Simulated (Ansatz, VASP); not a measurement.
**One calculation of Ga, two programs**

```
Ga
1.0
     2.24555   -3.79974    0.00000
     2.24555    3.79974    0.00000
     0.00000    0.00000    4.50525
Ga
4
Direct
  0.84401 0.15599 0.08399
  0.65599 0.34401 0.58399
  0.15599 0.84401 0.91601
  0.34401 0.65599 0.41601
```

Alike in both runs: task electric field gradients; functional r2SCAN; k mesh 10 × 10 × 10; occupations gaussian, width 0.05 eV; no spin polarisation.

|  | VASP | Ansatz |
| --- | --- | --- |
| version | VASP 6.6.1 | Ansatz 0.2.0 |
| potentials or method | VASP PAW PBE potentials, release 64 (Ga_d), cutoff 520 eV | scalar-relativistic, plane waves, PAW |
| valence electrons in the cell | 52 | 52 |

|  | VASP | Ansatz | Ansatz less VASP |
| --- | --- | --- | --- |
| gap on the k mesh at the Fermi level (eV) | none | none | - |
| pressure (GPa) | 0.1 | 0.0 | -0.08 |
| traceless stress, the component that is largest in VASP (GPa) | -0.04 | 0.05 | +0.090 |
| rms of the force components (eV/Å) | 0.008 | 0.005 | -0.0026 |
| size of Vzz on the site where it differs most (V/Å²) | 46.2 | 49.7 | +3.55 |

VASP's potentials were made for PBE, not for r2SCAN. Atom by atom the forces differ by 0.006 eV/Å (rms over components). A gap of «none» marks a metal or a gap that the smearing closes.
